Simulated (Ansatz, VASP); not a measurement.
# One calculation of Au, two programs

```
CELL_PARAMETERS angstrom
-1.63769 1.63769 1.63769
1.63769 -1.63769 1.63769
1.63769 1.63769 -1.63769
ATOMIC_POSITIONS crystal
Au 0.00000 0.00000 0.00000
```

Alike in both runs: functional r2SCAN; k mesh 18 × 18 × 18; occupations gaussian, width 0.1 eV; no spin polarisation.

Ansatz relaxed the structure, and its values are those at the end. VASP's run is a single point on that final structure, the one shown.

|  | VASP | Ansatz |
| --- | --- | --- |
| version | VASP 6.6.1 | Ansatz 0.2.0 |
| potentials or method | VASP PAW PBE potentials, release 64 (Au), cutoff 520 eV | scalar-relativistic, plane waves, PAW |
| valence electrons in the cell | 11 | 19 |

```csv
,VASP,Ansatz,Ansatz less VASP
gap on the k mesh at the Fermi level (eV),none,none,-
pressure (GPa),0.2,0.0,-0.28
```

VASP's potentials were made for PBE, not for r2SCAN. A gap of «none» marks a metal or a gap that the smearing closes. With one functional, cell and mesh, what is left measures potentials, basis and numerics. VASP's potentials hold 11 valence electrons a cell and Ansatz's 19, so a difference there can come from the potentials and not from the codes.

Spin-orbit coupling is off throughout.
